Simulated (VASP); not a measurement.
**CoSi: single point with r2SCAN**

CoSi:

```
Co Si
1.0
     4.38295    0.00000    0.00000
     0.00000    4.38295    0.00000
     0.00000    0.00000    4.38295
Co Si
4 4
Direct
  0.14567 0.14567 0.14567
  0.35433 0.85433 0.64567
  0.64567 0.35433 0.85433
  0.85433 0.64567 0.35433
  0.84361 0.84361 0.84361
  0.65639 0.15639 0.34361
  0.34361 0.65639 0.15639
  0.15639 0.34361 0.65639
```

```json
{"Program": "VASP 6.6.1", "Task": "single point", "Functional": "r2SCAN", "Potentials or basis": "VASP PAW PBE potentials, release 64 (Co, Si)", "Cutoff": "520 eV", "k mesh": "8 × 8 × 8", "Occupations": "gaussian, width 0.05 eV", "Spin": "no spin polarisation", "Dipole correction": "no", "Further INCAR settings": "ALGO = Normal; EDIFF = 1e-07"}
```

```yaml
Pressure: 0.1 GPa
Largest_force: 0.006 eV/Å
Band_gap_on_the_k_mesh: zero (band 26 reaches 12.53 eV, above the bottom of band 27 at 12.32 eV)
Valence_electrons_inside_the_program's_atomic_spheres: Co 8.75; Si 1.62
```

Forces on the atoms (eV/Å):
```
Co   0.003  0.003  0.003
Co  -0.003 -0.003  0.003
Co   0.003 -0.003 -0.003
Co  -0.003  0.003 -0.003
Si   0.003  0.003  0.003
Si  -0.003 -0.003  0.003
Si   0.003 -0.003 -0.003
Si  -0.003  0.003 -0.003
```

Levels at points of the mesh, in eV from the Fermi level:
```
           k point  band 24  band 25  band 26  band 27  band 28  band 29
(0.00, 0.00, 0.00)    -0.88    -0.01    -0.01    -0.01     2.86     2.86
(0.50, 0.00, 0.00)    -0.73    -0.52    -0.52     1.09     1.09     1.71
(0.50, 0.50, 0.00)    -1.12    -0.05    -0.05     0.68     0.68     2.28
(0.50, 0.50, 0.50)    -1.35    -0.21    -0.21    -0.21    -0.21     6.09
```

It took 5.1 min on 1 thread of Intel(R) Xeon(R) Platinum 8488C (Sapphire Rapids), on a shared host, peak memory 0.28 GiB.

Caveat: the PAW data sets were made with another functional, which shifts forces and pressure a little. Spin polarisation is off, so any magnetic state and its effect on volume and gap are missing.
